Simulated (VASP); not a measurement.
# EuS (Fm-3m) in VASP: notebook

Runs on EuS. Level: PBE+U. Tasks: single point.

Program: VASP 6.6.1. These are calculated values, not measurements. Logs are shortened: lines on timing, memory, paths and dates and some standing lists are left out, and cuts for length are marked.

**What was measured.**

“Crystal-field mediated electronic transitions of EuS up to 35 GPa”, 2022, pmc:8786971 reports, for a powder of EuS at 300 K: band gap 1.72 eV (optical).

The runs below are set against these values where they give the same quantity.

**1. The cell of the first run**

Symmetry: Fm-3m, No. 225, cubic system. Conventional cell: a = 5.957 Å, b = 5.957 Å, c = 5.957 Å, α = 90.00°, β = 90.00°, γ = 90.00°. Eu (site symmetry m-3m) has 6 S at 2.98 Å within 3.9 Å. Within 3.9 Å of S (site symmetry m-3m) lie 6 Eu at 2.98 Å.

**2. Single point, PBE+U, collinear spin, ferromagnetic start**

The input, INCAR:

```
ALGO     = Normal         # electronic algorithm
EDIFF    = 1E-6           # SCF threshold, eV
ENCUT    = 600            # plane-wave cutoff, eV
GGA      = PE             # functional
GGA_COMPAT= False        
ISIF     = 2              # what is computed and relaxed
ISMEAR   = -1             # smearing method
ISPIN    = 2              # spin polarisation
LASPH    = True           # aspherical terms in the spheres
LCHARG   = True           # write CHGCAR
LDAU     = True           # DFT+U
LDAUJ    = 0 0          
LDAUL    = 3 -1           # shell
LDAUPRINT= 1            
LDAUTYPE = 2            
LDAUU    = 3 0            # U, eV
LELF     = True           # ELF
LMAXMIX  = 6              # l up to which the mixer works
LORBIT   = 11             # projections on sites
LREAL    = False          # projectors in reciprocal space
LVHAR    = True         
LWAVE    = False          # write WAVECAR
MAGMOM   = 9.1 0          # initial moments
NBANDS   = 22             # bands
NELM     = 200            # most SCF steps
PREC     = Accurate       # precision mode
SIGMA    = 0.25           # smearing width, eV
```

The input, KPOINTS:

```
k-points
0
Gamma
  7 7 7
```

The input, POSCAR:

```
EuS
1.0
    0.0000000000      2.9785000000      2.9785000000
    2.9785000000      0.0000000000      2.9785000000
    2.9785000000      2.9785000000      0.0000000000
Eu S
1 1
Direct
    0.0000000000      0.0000000000      0.0000000000
    0.5000000000      0.5000000000      0.5000000000
```

Potentials or basis: VASP PAW PBE potentials, release 64 (Eu, S).

Started as:

```console
> cat potpaw_PBE.64/Eu/POTCAR potpaw_PBE.64/S/POTCAR > POTCAR
> mpirun -np 1 vasp_std > vasp.out
```

OUTCAR:

```text
EDIFF = 1E-6
   ENCUT = 600
   GGA = PE
   ISIF = 2
   ISMEAR = -1
   ISPIN = 2
   LASPH = True
   LORBIT = 11
   LREAL = False
   NELM = 200
   PREC = Accurate

 ion  position               nearest neighbor table
   1  0.000  0.000  0.000-   2 2.98   2 2.98   2 2.98   2 2.98   2 2.98   2 2.98
   2  0.500  0.500  0.500-   1 2.98   1 2.98   1 2.98   1 2.98   1 2.98   1 2.98

  LATTYP: Found a face centered cubic cell.
 ALAT       =     5.9570000000

  Lattice vectors:

 A1 = (   0.0000000000,   2.9785000000,   2.9785000000)
 A2 = (   2.9785000000,   0.0000000000,   2.9785000000)
 A3 = (   2.9785000000,   2.9785000000,   0.0000000000)

Analysis of symmetry for initial positions (statically):
=====================================================================
 Subroutine PRICEL returns:
 Original cell was already a primitive cell.

 Routine SETGRP: Setting up the symmetry group for a
 face centered cubic supercell.

 Subroutine GETGRP returns: Found 48 space group operations
 (whereof 48 operations were pure point group operations)
 out of a pool of 48 trial point group operations.

The static configuration has the point symmetry O_h .

Analysis of symmetry for dynamics (positions and initial velocities):
=====================================================================
 Subroutine PRICEL returns:
 Original cell was already a primitive cell.

 Routine SETGRP: Setting up the symmetry group for a
 face centered cubic supercell.

 Subroutine GETGRP returns: Found 48 space group operations
 (whereof 48 operations were pure point group operations)
 out of a pool of 48 trial point group operations.

The dynamic configuration has the point symmetry O_h .

Analysis of structural, dynamic, and magnetic symmetry:
=====================================================================
 Subroutine PRICEL returns:
 Original cell was already a primitive cell.

 Routine SETGRP: Setting up the symmetry group for a
 face centered cubic supercell.

 Subroutine GETGRP returns: Found 48 space group operations
 (whereof 48 operations were pure point group operations)
 out of a pool of 48 trial point group operations.

The overall configuration has the point symmetry O_h .

 Subroutine INISYM returns: Found 48 space group operations
 (whereof 48 operations are pure point group operations),
 and found     1 'primitive' translations

----------------------------------------------------------------------------------------

                                     Primitive cell

  volume of cell :      52.8473

  direct lattice vectors                    reciprocal lattice vectors
     0.000000000  2.978500000  2.978500000    -0.167869733  0.167869733  0.167869733
     2.978500000  0.000000000  2.978500000     0.167869733 -0.167869733  0.167869733
     2.978500000  2.978500000  0.000000000     0.167869733  0.167869733 -0.167869733

  length of vectors
[... 121 lines left out ...]
 onsite density matrix

spin component  1

  0.9565  0.0000 -0.0036  0.0000  0.0000 -0.0000 -0.0000
  0.0000  0.9609 -0.0000 -0.0000  0.0000 -0.0000  0.0000
 -0.0036 -0.0000  0.9583  0.0000  0.0000  0.0000  0.0000
  0.0000 -0.0000  0.0000  0.9537 -0.0000 -0.0000 -0.0000
  0.0000  0.0000  0.0000 -0.0000  0.9583 -0.0000  0.0036
 -0.0000 -0.0000  0.0000 -0.0000 -0.0000  0.9611 -0.0000
 -0.0000  0.0000  0.0000 -0.0000  0.0036 -0.0000  0.9565

spin component  2

  0.0023 -0.0000  0.0011  0.0000 -0.0000  0.0000  0.0000
 -0.0000  0.0001  0.0000 -0.0000 -0.0000 -0.0000  0.0000
  0.0011  0.0000  0.0018 -0.0000  0.0000 -0.0000 -0.0000
  0.0000 -0.0000 -0.0000  0.0032  0.0000  0.0000  0.0000
 -0.0000 -0.0000  0.0000  0.0000  0.0018 -0.0000 -0.0011
  0.0000 -0.0000 -0.0000  0.0000 -0.0000  0.0009  0.0000
  0.0000  0.0000 -0.0000  0.0000 -0.0011  0.0000  0.0023

 occupancies and eigenvectors

  o =  0.0001  v =  0.0000  0.0000  0.0000  0.0000  0.0000  0.0000  0.0000  0.0000  1.0000 -0.0000  0.0000  0.0000  0.0000 -0.0000      0.0000  0.0000  0.0000  0.0000  0.0000  0.0000  0.0000  0.0000  0.0000  0.0000  0.0000  0.0000  0.0000  0.0000
  o =  0.0009  v =  0.0000  0.0000  0.0000  0.0000  0.0000  0.0000  0.0000  0.0068  0.0000 -0.0088  0.0000  0.0007 -0.9999  0.0005      0.0000  0.0000  0.0000  0.0000  0.0000  0.0000  0.0000  0.0000  0.0000  0.0000  0.0000  0.0000  0.0000  0.0000
  o =  0.0009  v =  0.0000  0.0000  0.0000  0.0000  0.0000  0.0000  0.0000  0.6123 -0.0000 -0.7905 -0.0000 -0.0039  0.0111 -0.0030      0.0000  0.0000  0.0000  0.0000  0.0000  0.0000  0.0000  0.0000  0.0000  0.0000  0.0000  0.0000  0.0000  0.0000
  o =  0.0009  v =  0.0000  0.0000  0.0000  0.0000  0.0000  0.0000  0.0000 -0.0030  0.0000  0.0039  0.0000 -0.7906 -0.0009 -0.6124      0.0000  0.0000  0.0000  0.0000  0.0000  0.0000  0.0000  0.0000  0.0000  0.0000  0.0000  0.0000  0.0000  0.0000
  o =  0.0032  v =  0.0000  0.0000  0.0000  0.0000  0.0000  0.0000  0.0000 -0.7905  0.0000 -0.6124  0.0001 -0.0049  0.0000  0.0064      0.0000  0.0000  0.0000  0.0000  0.0000  0.0000  0.0000  0.0000  0.0000  0.0000  0.0000  0.0000  0.0000  0.0000
  o =  0.0032  v =  0.0000  0.0000  0.0000  0.0000  0.0000  0.0000  0.0000  0.0064  0.0000  0.0049  0.0002 -0.6124  0.0000  0.7905      0.0000  0.0000  0.0000  0.0000  0.0000  0.0000  0.0000  0.0000  0.0000  0.0000  0.0000  0.0000  0.0000  0.0000
  o =  0.0032  v =  0.0000  0.0000  0.0000  0.0000  0.0000  0.0000  0.0000 -0.0001  0.0000 -0.0001 -1.0000 -0.0001 -0.0000  0.0002      0.0000  0.0000  0.0000  0.0000  0.0000  0.0000  0.0000  0.0000  0.0000  0.0000  0.0000  0.0000  0.0000  0.0000
  o =  0.9537  v =  0.0000  0.0000  0.0000  1.0000 -0.0012 -0.0000  0.0015  0.0000  0.0000  0.0000  0.0000  0.0000  0.0000  0.0000      0.0000  0.0000  0.0000  0.0000  0.0000  0.0000  0.0000  0.0000  0.0000  0.0000  0.0000  0.0000  0.0000  0.0000
  o =  0.9537  v = -0.7906  0.0000 -0.6124  0.0000  0.0000 -0.0000 -0.0000  0.0000  0.0000  0.0000  0.0000  0.0000  0.0000  0.0000      0.0000  0.0000  0.0000  0.0000  0.0000  0.0000  0.0000  0.0000  0.0000  0.0000  0.0000  0.0000  0.0000  0.0000
  o =  0.9537  v =  0.0000  0.0000 -0.0000 -0.0019 -0.6124 -0.0000  0.7906  0.0000  0.0000  0.0000  0.0000  0.0000  0.0000  0.0000      0.0000  0.0000  0.0000  0.0000  0.0000  0.0000  0.0000  0.0000  0.0000  0.0000  0.0000  0.0000  0.0000  0.0000
  o =  0.9609  v =  0.0000 -1.0000 -0.0000  0.0000  0.0000  0.0000  0.0000  0.0000  0.0000  0.0000  0.0000  0.0000  0.0000  0.0000      0.0000  0.0000  0.0000  0.0000  0.0000  0.0000  0.0000  0.0000  0.0000  0.0000  0.0000  0.0000  0.0000  0.0000
  o =  0.9611  v =  0.0000 -0.0000  0.0000 -0.0000 -0.7723 -0.2137 -0.5982  0.0000  0.0000  0.0000  0.0000  0.0000  0.0000  0.0000      0.0000  0.0000  0.0000  0.0000  0.0000  0.0000  0.0000  0.0000  0.0000  0.0000  0.0000  0.0000  0.0000  0.0000
  o =  0.9611  v = -0.6124 -0.0000  0.7906 -0.0000 -0.0000  0.0000  0.0000  0.0000  0.0000  0.0000  0.0000  0.0000  0.0000  0.0000      0.0000  0.0000  0.0000  0.0000  0.0000  0.0000  0.0000  0.0000  0.0000  0.0000  0.0000  0.0000  0.0000  0.0000
  o =  0.9611  v =  0.0000 -0.0000 -0.0000 -0.0000  0.1690 -0.9769  0.1309  0.0000  0.0000  0.0000  0.0000  0.0000  0.0000  0.0000      0.0000  0.0000  0.0000  0.0000  0.0000  0.0000  0.0000  0.0000  0.0000  0.0000  0.0000  0.0000  0.0000  0.0000

 number of electron      22.9999997 magnetization       6.9477732

 Free energy of the ion-electron system (eV)
  ---------------------------------------------------
  ext. energy  EPLUGINS =         0.00000000
  ---------------------------------------------------
  free energy    TOTEN  =       -19.53258346 eV

  energy without entropy =      -19.34615096  energy(sigma->0) =      -19.43936721

 E-fermi :   4.2374     XC(G=0):  -9.6112

 val. band max:        4.2227732680   @ k =  -0.4286   0.4286   0.0000
 cond. band min:       4.4441819658   @ k =   0.4286   0.2857   0.0000
 fundamental gap:      0.2214086978
 Fermi energy:         4.2374035406

 spin component 1

 k-point     1 :       0.0000    0.0000    0.0000
  band No.  band energies     occupation
      1     -36.9269      1.00000
      2     -15.6983      1.00000
      3     -15.6983      1.00000
      4     -15.6983      1.00000
      5      -9.1686      1.00000
      6       1.4031      0.99999
[... 489 lines left out ...]
     21      10.9604      0.00000
     22      12.2950      0.00000
 Fermi energy:         4.2374035406

 spin component 2

 k-point     1 :       0.0000    0.0000    0.0000
  band No.  band energies     occupation
      1     -33.8305      1.00000
      2     -13.4461      1.00000
      3     -13.4461      1.00000
      4     -13.4461      1.00000
      5      -9.1714      1.00000
      6       1.7103      0.99996
[... 489 lines left out ...]
     21      11.8038      0.00000
     22      13.3375      0.00000

------------------------ aborting loop because EDIFF is reached ----------------------------------------

  FORCE on cell =-STRESS in cart. coord.  units (eV):
  Direction    XX          YY          ZZ          XY          YZ          ZX
  --------------------------------------------------------------------------------------
  -------------------------------------------------------------------------------------
  Total       -0.3634958     -0.3634958     -0.3634958     -0.0000000      0.0000000      0.0000000
  in kB      -11.0201409    -11.0201409    -11.0201409     -0.0000000      0.0000000      0.0000000
  external PRESSURE =     -11.0201409 kB  Pullay stress =       0.0000000 kB

 VOLUME and BASIS-vectors are now :
 -----------------------------------------------------------------------------
  energy-cutoff  :      600.00
  volume of cell :       52.85
      direct lattice vectors                 reciprocal lattice vectors
     0.000000000  2.978500000  2.978500000    -0.167869733  0.167869733  0.167869733
     2.978500000  0.000000000  2.978500000     0.167869733 -0.167869733  0.167869733
     2.978500000  2.978500000  0.000000000     0.167869733  0.167869733 -0.167869733

 POSITION                                       TOTAL-FORCE (eV/Angst)
 -----------------------------------------------------------------------------------
      0.00000      0.00000      0.00000        -0.000000      0.000000      0.000000
      2.97850      2.97850      2.97850         0.000000     -0.000000     -0.000000
 -----------------------------------------------------------------------------------
    total drift:                                0.000000      0.000000      0.000000

  FREE ENERGIE OF THE ION-ELECTRON SYSTEM (eV)
  ---------------------------------------------------
  free  energy   TOTEN  =       -19.5325834649 eV

  energy  without entropy=      -19.3461509588  energy(sigma->0) =      -19.43936721

 total charge

# of ion       s       p       d       f       tot
--------------------------------------------------
    1        2.028   5.769   0.288   6.710  14.795
    2        1.316   2.438   0.000   0.000   3.754
--------------------------------------------------
tot          3.344   8.207   0.288   6.710  18.549

 magnetization (x)

# of ion       s       p       d       f       tot
--------------------------------------------------
    1       -0.015  -0.115   0.069   6.687   6.625
    2       -0.006  -0.059   0.000   0.000  -0.065
--------------------------------------------------
tot         -0.021  -0.175   0.069   6.687   6.560
```

It took 3.1 min on 1 thread of Intel Xeon Platinum 8488C (Sapphire Rapids), shared host; peak memory 0.27 GiB.

What came out:

```yaml
Free_energy: -19.5326 eV
Pressure: -1.1 GPa
Net_moment: 6.95 μB per cell
Site_moments: Eu +6.62; S -0.07 μB
Valence_electrons_inside_the_program's_atomic_spheres: Eu 14.79; S 3.75
```

Levels at points of the mesh, in eV from the Fermi level:
Spin up:
```
           k point  band 11  band 12  band 13  band 14  band 15  band 16  band 17  band 18  band 19  band 20
(0.00, 0.00, 0.00)    -1.04    -1.04    -0.59    -0.59    -0.59     0.93     1.22     1.22     1.22     2.08
```
Spin down:
```tsv
k point	band 5	band 6	band 7	band 8	band 9	band 10	band 11	band 12
(0.00, 0.00, 0.00)	-13.41	-2.53	-2.53	-2.53	1.45	1.91	1.91	1.91
```

Eigenvalues of the final occupation matrices:
```tsv
site	spin	trace	eigenvalues
site 1 f	1	6.71	0.95 0.95 0.95 0.96 0.96 0.96 0.96
site 1 f	2	0.01	0.00 0.00 0.00 0.00 0.00 0.00 0.00
```

Caveat: spin-orbit coupling is left out, which moves the levels of the heavy elements; a cell with one magnetic atom can't hold antiferromagnetic order, which such compounds often take. The state reached can hang on the start; a lower one may exist.

[end of part 1 of 2]
